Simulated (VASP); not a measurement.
# H (P6_3/mmc) in VASP: a series of runs, part 2 of 2

VASP 6.6.1. Earlier steps stand in the parts before.

## 3. Single point, PBE (strain +0.050 along x and y, -0.025 along z)

The input, INCAR:

```
ALGO = Normal
EDIFF = 1E-7
ENCUT = 520
GGA = PE
ISIF = 2
ISMEAR = 0
LASPH = True
LCHARG = False
LREAL = False
LWAVE = False
NBANDS = 10
NELM = 100
PREC = Accurate
SIGMA = 0.05
```

The input, KPOINTS:

```
k-points
0
Gamma
  9 9 6
```

The input, POSCAR:

```
H
1.0
    4.0321369437      0.0000000000      0.0000000000
   -2.0160684719      3.4919330248      0.0000000000
    0.0000000000      0.0000000000      4.9204950112
H
4
Direct
    0.3333333333      0.6666666667      0.1764958800
    0.6666666667      0.3333333333      0.6764958800
    0.6666666667      0.3333333333      0.8235041200
    0.3333333333      0.6666666667      0.3235041200
```

Potentials or basis: VASP PAW PBE potentials, release 64 (H).

On the command line:

```sh
$ cat potpaw_PBE.64/H/POTCAR > POTCAR
$ mpirun -np 1 vasp_std > vasp.out
```

OUTCAR:

```text
EDIFF = 1E-7
   ENCUT = 520
   GGA = PE
   ISIF = 2
   ISMEAR = 0
   LASPH = True
   LREAL = False
   NELM = 100
   PREC = Accurate

 ion  position               nearest neighbor table
   1  0.333  0.667  0.176-   4 0.72
   2  0.667  0.333  0.676-   3 0.72
   3  0.667  0.333  0.824-   2 0.72
   4  0.333  0.667  0.324-   1 0.72

  LATTYP: Found a hexagonal cell.
 ALAT       =     4.0321369437
 C/A-ratio  =     1.2203194187

  Lattice vectors:

 A1 = (   4.0321369437,   0.0000000000,   0.0000000000)
 A2 = (  -2.0160684719,   3.4919330248,   0.0000000000)
 A3 = (   0.0000000000,   0.0000000000,   4.9204950112)

Analysis of symmetry for initial positions (statically):
=====================================================================
 Subroutine PRICEL returns:
 Original cell was already a primitive cell.

 Routine SETGRP: Setting up the symmetry group for a
 hexagonal supercell.

 Subroutine GETGRP returns: Found 24 space group operations
 (whereof 12 operations were pure point group operations)
 out of a pool of 24 trial point group operations.

The static configuration has the point symmetry D_3d.
[... 173 lines left out ...]
 Fermi energy:        -8.8829082798

 k-point     1 :       0.0000    0.0000    0.0000
  band No.  band energies     occupation
      1     -10.3802      2.00000
      2      -9.0961      2.00000
      3       0.8608      0.00000
      4       2.5255      0.00000
      5       5.8555      0.00000
      6       7.3561      0.00000
      7       7.3562      0.00000
      8       7.4857      0.00000
      9       8.7206      0.00000
     10       8.7206      0.00000
[... 287 lines left out ...]
 k-point    24 :       0.3333    0.3333    0.1667
  band No.  band energies     occupation
      1      -9.5307      2.00000
      2      -9.5307      2.00000
      3       1.5245      0.00000
      4       2.3026      0.00000
      5       2.3026      0.00000
      6       5.0980      0.00000
      7       5.0980      0.00000
      8       5.6065      0.00000
      9       9.8055      0.00000
     10      11.7682      0.00000

 [... further k-points ...]
[... 5 lines left out ...]
  --------------------------------------------------------------------------------------
  -------------------------------------------------------------------------------------
  Total       -0.0569856     -0.0569856      1.4015185      0.0000000      0.0000000      0.0000000
  in kB       -1.3178483     -1.3178483     32.4115224      0.0000000      0.0000000      0.0000000
  external PRESSURE =       9.9252753 kB  Pullay stress =       0.0000000 kB

 VOLUME and BASIS-vectors are now :
 -----------------------------------------------------------------------------
  energy-cutoff  :      520.00
  volume of cell :       69.28
      direct lattice vectors                 reciprocal lattice vectors
     4.032136944  0.000000000  0.000000000     0.248007450  0.143187168  0.000000000
    -2.016068472  3.491933025  0.000000000     0.000000000  0.286374336  0.000000000
     0.000000000  0.000000000  4.920495011     0.000000000  0.000000000  0.203231585

 POSITION                                       TOTAL-FORCE (eV/Angst)
 -----------------------------------------------------------------------------------
     -0.00000      2.32796      0.86845         0.000000     -0.000000     -1.017710
      2.01607      1.16398      3.32869        -0.000000      0.000000     -1.017710
      2.01607      1.16398      4.05205        -0.000000      0.000000      1.017710
     -0.00000      2.32796      1.59180         0.000000     -0.000000      1.017710
 -----------------------------------------------------------------------------------
    total drift:                               -0.000000      0.000000     -0.000000

  FREE ENERGIE OF THE ION-ELECTRON SYSTEM (eV)
  ---------------------------------------------------
  free  energy   TOTEN  =       -13.5511220045 eV

  energy  without entropy=      -13.5511220045  energy(sigma->0) =      -13.55112200
```

stdout:

```text
POSCAR found type information on POSCAR H
 POSCAR found :  1 types and       4 ions
 scaLAPACK will be used
 LDA part: xc-table for (Slater+PW92), standard interpolation
 POSCAR, INCAR and KPOINTS ok, starting setup
 FFT: planning ... GRIDC
 FFT: planning ... GRID_SOFT
 FFT: planning ... GRID
 WAVECAR not read
 entering main loop
```

It took 41 s on 1 thread of Intel Xeon 6975P-C, shared host; peak memory 0.18 GiB.

Results:

- Free energy: -13.5511 eV
- Pressure: 1.0 GPa
- Largest force: 1.018 eV/Å
- Band gap on the k mesh: 9.89 eV, indirect (least direct gap 9.96 eV)

Forces on the atoms (eV/Å):
```
H    0.000  0.000 -1.018
H    0.000  0.000 -1.018
H    0.000  0.000  1.018
H    0.000  0.000  1.018
```

Stress tensor (GPa, compression positive):
```
-0.13  0.00  0.00
 0.00 -0.13  0.00
 0.00  0.00  3.24
```

Levels at points of the mesh, in eV from the valence-band top:
```tsv
k point	band 1	band 2	band 3	band 4	band 5
(0.00, 0.00, 0.00)	-1.28	0.00	9.96	11.62	14.95
(0.00, 0.00, 0.50)	-0.68	-0.68	10.41	10.41	17.35
```

Caveat: the cell differs from its parent crystal (strain +0.050 along x and y, -0.025 along z); forces of over 1 eV/Å act on the atoms, so gaps and moduli don't describe the material at rest. A k mesh can miss the band edges.

## 4. Single point, PBE (strain +0.025 along x and y, +0.025 along z)

The input, INCAR:

```
ALGO = Normal ; EDIFF = 1E-6
ENCUT = 520 ; GGA = PE
ISIF = 2 ; ISMEAR = 0
LASPH = T ; LCHARG = T
LELF = T ; LREAL = F
LVHAR = T ; LWAVE = F
NBANDS = 10 ; NELM = 80
PREC = Accurate ; SIGMA = 0.05
```

KPOINTS is that of step 3.

The input, POSCAR:

```
H
1.0
    3.9361336832      0.0000000000      0.0000000000
   -1.9680668416      3.4087917623      0.0000000000
    0.0000000000      0.0000000000      5.1728280887
H
4
Direct
    0.3333333333      0.6666666667      0.1764958800
    0.6666666667      0.3333333333      0.6764958800
    0.6666666667      0.3333333333      0.8235041200
    0.3333333333      0.6666666667      0.3235041200
```

On the command line:

```sh
$ cat potpaw_PBE.64/H/POTCAR > POTCAR
$ mpirun -np 1 vasp_std > vasp.out
```

It took 39 s on 1 thread of Intel Xeon 6975P-C, shared host; peak memory 0.17 GiB.

The run converged. Its results:

- Free energy: -13.5746 eV
- Pressure: -0.5 GPa
- Largest force: 0.331 eV/Å
- Band gap on the k mesh: 9.25 eV, direct

Forces on the atoms (eV/Å):
```
H    0.000  0.000  0.331
H    0.000  0.000  0.331
H    0.000  0.000 -0.331
H    0.000  0.000 -0.331
```

Stress tensor (GPa, compression positive):
```
-0.13  0.00  0.00
 0.00 -0.13  0.00
 0.00  0.00 -1.34
```

Levels at points of the mesh, in eV from the valence-band top:
| k point | band 1 | band 2 | band 3 | band 4 | band 5 |
| --- | --- | --- | --- | --- | --- |
| (0.00, 0.00, 0.00) | -1.25 | 0.00 | 9.25 | 11.65 | 14.72 |
| (0.00, 0.00, 0.50) | -0.68 | -0.68 | 10.18 | 10.18 | 16.64 |

Caveat: the cell differs from its parent crystal (strain +0.025 along x and y, +0.025 along z).

## 5. Single point, PBE (strain +0.050 along x and y, +0.000 along z)

The input, INCAR:

```
SYSTEM = H
  PREC = Accurate
  ENCUT = 520
  EDIFF = 1E-6
  ISMEAR = 0
  SIGMA = 0.05
  LREAL = .FALSE.
  LASPH = .TRUE.
  NELM = 100
  ALGO = Normal
  ISIF = 2
  LWAVE = .FALSE.
  LCHARG = .TRUE.
  GGA = PE
  LELF = .TRUE.
  LVHAR = .TRUE.
  NBANDS = 10
```

The input, KPOINTS:

```
Automatic mesh
0
G
  9 9 6
  0 0 0
```

The input, POSCAR:

```
H
1.0
    4.0321369437      0.0000000000      0.0000000000
   -2.0160684719      3.4919330248      0.0000000000
    0.0000000000      0.0000000000      5.0466615500
H
4
Direct
    0.3333333333      0.6666666667      0.1764958800
    0.6666666667      0.3333333333      0.6764958800
    0.6666666667      0.3333333333      0.8235041200
    0.3333333333      0.6666666667      0.3235041200
```

Potentials or basis: VASP PAW PBE potentials, release 64 (H).

On the command line:

```sh
$ cat potpaw_PBE.64/H/POTCAR > POTCAR
$ mpirun -np 1 vasp_std > vasp.out
```

OUTCAR:

```text
SYSTEM = H
   PREC = Accurate
   ENCUT = 520
   EDIFF = 1E-6
   ISMEAR = 0
   LREAL = .FALSE.
   LASPH = .TRUE.
   NELM = 100
   ISIF = 2
   GGA = PE

 ion  position               nearest neighbor table
   1  0.333  0.667  0.176-   4 0.74
   2  0.667  0.333  0.676-   3 0.74
   3  0.667  0.333  0.824-   2 0.74
   4  0.333  0.667  0.324-   1 0.74

  LATTYP: Found a hexagonal cell.
[... 503 lines left out ...]
      6       4.8388      0.00000
      7       4.8388      0.00000
      8       5.3957      0.00000
      9       9.4023      0.00000
     10      11.5997      0.00000

 [... further k-points ...]
[... 5 lines left out ...]
  --------------------------------------------------------------------------------------
  -------------------------------------------------------------------------------------
  Total       -0.0597583     -0.0597583      0.3729715      0.0000000      0.0000000      0.0000000
  in kB       -1.3474205     -1.3474205      8.4097074      0.0000000      0.0000000      0.0000000
  external PRESSURE =       1.9049555 kB  Pullay stress =       0.0000000 kB

 VOLUME and BASIS-vectors are now :
 -----------------------------------------------------------------------------
  energy-cutoff  :      520.00
  volume of cell :       71.06
      direct lattice vectors                 reciprocal lattice vectors
     4.032136944  0.000000000  0.000000000     0.248007450  0.143187168  0.000000000
    -2.016068472  3.491933025  0.000000000     0.000000000  0.286374336  0.000000000
     0.000000000  0.000000000  5.046661550     0.000000000  0.000000000  0.198150795

 POSITION                                       TOTAL-FORCE (eV/Angst)
 -----------------------------------------------------------------------------------
     -0.00000      2.32796      0.89071        -0.000000      0.000000     -0.303546
      2.01607      1.16398      3.41405         0.000000      0.000000     -0.303546
      2.01607      1.16398      4.15595         0.000000     -0.000000      0.303546
     -0.00000      2.32796      1.63262        -0.000000      0.000000      0.303546
 -----------------------------------------------------------------------------------
    total drift:                               -0.000000      0.000000     -0.000000

  FREE ENERGIE OF THE ION-ELECTRON SYSTEM (eV)
  ---------------------------------------------------
  free  energy   TOTEN  =       -13.5753713005 eV

  energy  without entropy=      -13.5753713005  energy(sigma->0) =      -13.57537130
```

OSZICAR:

```text
N       E                     dE             d eps       ncg     rms          rms(c)
DAV:   1    -0.501040533544E+01   -0.50104E+01   -0.14822E+03   960   0.266E+02
DAV:   2    -0.145456996944E+02   -0.95353E+01   -0.94353E+01  1220   0.506E+01
DAV:   3    -0.148567602544E+02   -0.31106E+00   -0.31086E+00  1156   0.880E+00
DAV:   4    -0.148578740285E+02   -0.11138E-02   -0.11138E-02  1064   0.623E-01
DAV:   5    -0.148578793901E+02   -0.53615E-05   -0.53616E-05  1080   0.446E-02    0.637E+00
DAV:   6    -0.139915360802E+02    0.86634E+00   -0.41501E-01  1032   0.222E+00    0.347E+00
DAV:   7    -0.135672894817E+02    0.42425E+00   -0.97372E-01  1042   0.349E+00    0.424E-01
DAV:   8    -0.135785086985E+02   -0.11219E-01   -0.16564E-02   990   0.532E-01    0.287E-01
DAV:   9    -0.135753742992E+02    0.31344E-02   -0.68637E-03   986   0.278E-01    0.204E-02
DAV:  10    -0.135753778498E+02   -0.35506E-05   -0.85780E-05  1050   0.544E-02    0.791E-03
DAV:  11    -0.135753721147E+02    0.57351E-05   -0.80064E-06   972   0.226E-02    0.126E-03
DAV:  12    -0.135753713005E+02    0.81423E-06   -0.21394E-07  1034   0.221E-03
   1 F= -.13575371E+02 E0= -.13575371E+02  d E =-.366597E-15
```

Run time: 38 s. Hardware: 1 thread of Intel Xeon 6975P-C, shared host; peak memory 0.18 GiB.

Results:

```yaml
Free_energy: -13.5754 eV
Pressure: 0.2 GPa
Largest_force: 0.304 eV/Å
Band_gap_on_the_k_mesh: 9.65 eV, direct
```

Forces on the atoms (eV/Å):
```
H    0.000  0.000 -0.304
H    0.000  0.000 -0.304
H    0.000  0.000  0.304
H    0.000  0.000  0.304
```

Stress tensor (GPa, compression positive):
```
-0.13  0.00  0.00
 0.00 -0.13  0.00
 0.00  0.00  0.84
```

Caveat: the cell differs from its parent crystal (strain +0.050 along x and y, +0.000 along z). A k mesh can miss the band edges.

## 6. Single point, PBE (strain +0.025 along x and y, +0.050 along z)

The input, INCAR:

```
SYSTEM = H
PREC = Accurate
ENCUT = 520
EDIFF = 1E-6
ISMEAR = 0
SIGMA = 0.05
LREAL = .False.
LASPH = .True.
NELM = 100
ALGO = Normal
ISIF = 2
LWAVE = .False.
LCHARG = .False.
GGA = PE
NBANDS = 10
```

The input, KPOINTS:

```
Automatic mesh
0
Gamma
  9 9 6
  0 0 0
```

The input, POSCAR:

```
H
1.0
    3.9361336832      0.0000000000      0.0000000000
   -1.9680668416      3.4087917623      0.0000000000
    0.0000000000      0.0000000000      5.2989946275
H
4
Direct
    0.3333333333      0.6666666667      0.1764958800
    0.6666666667      0.3333333333      0.6764958800
    0.6666666667      0.3333333333      0.8235041200
    0.3333333333      0.6666666667      0.3235041200
```

Potentials or basis: VASP PAW PBE potentials, release 64 (H).

On the command line:

```sh
$ cat potpaw_PBE.64/H/POTCAR > POTCAR
$ mpirun -np 1 vasp_std > vasp.out
```

OUTCAR:

```text
SYSTEM = H
   PREC = Accurate
   ENCUT = 520
   EDIFF = 1E-6
   ISMEAR = 0
   LREAL = .False.
   LASPH = .True.
   NELM = 100
   ISIF = 2
   GGA = PE

 ion  position               nearest neighbor table
   1  0.333  0.667  0.176-   4 0.78
   2  0.667  0.333  0.676-   3 0.78
   3  0.667  0.333  0.824-   2 0.78
   4  0.333  0.667  0.324-   1 0.78

  LATTYP: Found a hexagonal cell.
 ALAT       =     3.9361336832
 C/A-ratio  =     1.3462435613

  Lattice vectors:

 A1 = (   3.9361336832,   0.0000000000,   0.0000000000)
 A2 = (  -1.9680668416,   3.4087917623,   0.0000000000)
 A3 = (   0.0000000000,   0.0000000000,   5.2989946275)

Analysis of symmetry for initial positions (statically):
=====================================================================
 Subroutine PRICEL returns:
 Original cell was already a primitive cell.

 Routine SETGRP: Setting up the symmetry group for a
 hexagonal supercell.

 Subroutine GETGRP returns: Found 24 space group operations
 (whereof 12 operations were pure point group operations)
 out of a pool of 24 trial point group operations.

The static configuration has the point symmetry D_3d.
 The point group associated with its full space group is D_6h.

Analysis of symmetry for dynamics (positions and initial velocities):
=====================================================================
 Subroutine PRICEL returns:
 Original cell was already a primitive cell.

 Routine SETGRP: Setting up the symmetry group for a
 hexagonal supercell.

 Subroutine GETGRP returns: Found 24 space group operations
 (whereof 12 operations were pure point group operations)
 out of a pool of 24 trial point group operations.

The dynamic configuration has the point symmetry D_3d.
 The point group associated with its full space group is D_6h.

 Subroutine INISYM returns: Found 24 space group operations
[... 126 lines left out ...]
   GGA     = PE    functional components
   LHFCALC =     F    Hartree Fock is set to
   AEXX    =    0.0000 exact exchange contribution
   IVDW    =     0    specifies the selected vdW correction
   LEPSILON=     F    determine dielectric tensor
   LRPA    =     F    only Hartree local field effects (RPA)
 non-spin polarized calculation
 Gauss-broadening in eV      SIGMA  =   0.05
  energy-cutoff  :      520.00
  volume of cell :       71.10
 maximum number of plane-waves:      1952
 NGX is ok and might be reduce to    30
   NGX = 15   NGY = 15   NGZ = 19

 number of electron       4.0000002 magnetization

 Free energy of the ion-electron system (eV)
  ---------------------------------------------------
  ext. energy  EPLUGINS =         0.00000000
  ---------------------------------------------------
  free energy    TOTEN  =       -13.55137220 eV

  energy without entropy =      -13.55137220  energy(sigma->0) =      -13.55137220

 E-fermi :  -8.6895     XC(G=0):  -4.4014

 val. band max:       -8.9140719486   @ k =   0.0000   0.0000   0.0000
 cond. band min:       0.0726876580   @ k =   0.0000   0.0000   0.0000
 fundamental gap:      8.9867596067
 Fermi energy:        -8.6894630018

 k-point     1 :       0.0000    0.0000    0.0000
  band No.  band energies     occupation
      1     -10.1111      2.00000
      2      -8.9141      2.00000
      3       0.0727      0.00000
      4       2.6456      0.00000
      5       5.6351      0.00000
      6       6.6488      0.00000
      7       7.8497      0.00000
      8       7.8498      0.00000
      9       9.1496      0.00000
     10       9.1496      0.00000
[... 287 lines left out ...]
 k-point    24 :       0.3333    0.3333    0.1667
  band No.  band energies     occupation
      1      -9.2289      2.00000
      2      -9.2289      2.00000
      3       1.6402      0.00000
      4       2.0660      0.00000
      5       2.0660      0.00000
      6       4.5187      0.00000
      7       4.5187      0.00000
      8       5.1450      0.00000
      9       8.8229      0.00000
     10      11.7107      0.00000

 [... further k-points ...]

------------------------ aborting loop because EDIFF is reached ----------------------------------------

  FORCE on cell =-STRESS in cart. coord.  units (eV):
  Direction    XX          YY          ZZ          XY          YZ          ZX
  --------------------------------------------------------------------------------------
  -------------------------------------------------------------------------------------
  Total       -0.0586495     -0.0586495     -1.4713973     -0.0000000      0.0000000     -0.0000000
  in kB       -1.3216347     -1.3216347    -33.1571158     -0.0000000      0.0000000     -0.0000000
  external PRESSURE =     -11.9334617 kB  Pullay stress =       0.0000000 kB

 VOLUME and BASIS-vectors are now :
 -----------------------------------------------------------------------------
  energy-cutoff  :      520.00
  volume of cell :       71.10
      direct lattice vectors                 reciprocal lattice vectors
     3.936133683  0.000000000  0.000000000     0.254056412  0.146679538  0.000000000
    -1.968066842  3.408791762  0.000000000     0.000000000  0.293359076  0.000000000
     0.000000000  0.000000000  5.298994627     0.000000000  0.000000000  0.188715043

 POSITION                                       TOTAL-FORCE (eV/Angst)
 -----------------------------------------------------------------------------------
     -0.00000      2.27253      0.93525        -0.000000      0.000000      0.892587
      1.96807      1.13626      3.58475         0.000000     -0.000000      0.892587
      1.96807      1.13626      4.36374         0.000000     -0.000000     -0.892587
     -0.00000      2.27253      1.71425        -0.000000      0.000000     -0.892587
 -----------------------------------------------------------------------------------
    total drift:                               -0.000000      0.000000     -0.000000

  FREE ENERGIE OF THE ION-ELECTRON SYSTEM (eV)
  ---------------------------------------------------
  free  energy   TOTEN  =       -13.5513721975 eV

  energy  without entropy=      -13.5513721975  energy(sigma->0) =      -13.55137220
```

It took 31 s on 1 thread of Intel Xeon 6975P-C, shared host; peak memory 0.18 GiB.

What came out:

| Quantity | Value |
| --- | --- |
| Free energy | -13.5514 eV |
| Pressure | -1.2 GPa |
| Largest force | 0.893 eV/Å |
| Band gap on the k mesh | 8.99 eV, direct |

Forces on the atoms (eV/Å):
```
H    0.000  0.000  0.893
H    0.000  0.000  0.893
H    0.000  0.000 -0.893
H    0.000  0.000 -0.893
```

Levels at points of the mesh, in eV from the valence-band top:
```tsv
k point	band 1	band 2	band 3	band 4	band 5	band 6
(0.00, 0.00, 0.00)	-1.20	0.00	8.99	11.56	14.55	15.56
(0.00, 0.00, 0.50)	-0.65	-0.65	10.02	10.02	16.23	16.23
```

Caveat: the cell differs from its parent crystal (strain +0.025 along x and y, +0.050 along z). A k mesh can miss the band edges.

## 7. The runs side by side

| cell | gap on the mesh (eV) | pressure (GPa) | largest force (eV/Å) |
| --- | --- | --- | --- |
| a = 3.936, b = 3.936, c = 5.047 Å, angles 90.0, 90.0, 120.0°, 4 atoms | 9.53 | 0.2 | 0.30 |
| a = 4.032, b = 4.032, c = 4.920 Å, angles 90.0, 90.0, 120.0°, 4 atoms | 9.89 | 1.0 | 1.02 |
| a = 3.936, b = 3.936, c = 5.173 Å, angles 90.0, 90.0, 120.0°, 4 atoms | 9.25 | -0.5 | 0.33 |
| a = 4.032, b = 4.032, c = 5.047 Å, angles 90.0, 90.0, 120.0°, 4 atoms | 9.65 | 0.2 | 0.30 |
| a = 3.936, b = 3.936, c = 5.299 Å, angles 90.0, 90.0, 120.0°, 4 atoms | 8.99 | -1.2 | 0.89 |

Alike in all rows: task single point; level PBE; potentials or basis VASP PAW PBE potentials, release 64 (H); no spin polarisation; k mesh 9 × 9 × 6; cutoff (eV) 520; smearing gaussian 0.05 eV.

Caveats: forces of over 1 eV/Å act on the atoms, so gaps and moduli don't describe the material at rest (some runs).

Absolute energies hang on the potentials; compare differences alone.
